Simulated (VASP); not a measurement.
A run of VASP 6.6.1:

File INCAR:

```
SYSTEM = Hg
ALGO     = Normal         ! electronic algorithm
EDIFF    = 1E-7           ! SCF threshold, eV
ENCUT    = 520            ! plane-wave cutoff, eV
GGA      = PE             ! functional
ISIF     = 2              ! what is computed and relaxed
ISMEAR   = 1              ! smearing method
LASPH    = .True.         ! aspherical terms in the spheres
LCHARG   = .False.        ! write CHGCAR
LREAL    = .False.        ! projectors in reciprocal space
LWAVE    = .False.        ! write WAVECAR
NBANDS   = 12             ! bands
NELM     = 60             ! most SCF steps
PREC     = Accurate       ! precision mode
SIGMA    = 0.2            ! smearing width, eV
```

The input KPOINTS:

```
k-points
0
Gamma
  10 10 10
  0 0 0
```

Contents of POSCAR:

```
Hg
1.0
    2.0783995336      1.1999645302      1.9747385792
   -2.0783995336      1.1999645302      1.9747385792
    0.0000000000     -2.3999290604      1.9747385791
Hg
1
Direct
    0.0000000000      1.0000000000      0.0000000000
```

Potentials or basis: VASP PAW PBE potentials, release 64 (Hg).

Launch:

```bash
$ cat potpaw_PBE.64/Hg/POTCAR > POTCAR
$ mpirun -np 1 vasp_std > vasp.out
```

Hardware: 1 thread of Intel(R) Xeon(R) Platinum 8488C (Sapphire Rapids) (shared host).

Task: Estimate the wall time of this run.

Result: It took 12 s on 1 thread of Intel(R) Xeon(R) Platinum 8488C (Sapphire Rapids), on a shared host, peak memory 0.17 GiB. Counts: scf iterations 11, k points 116.
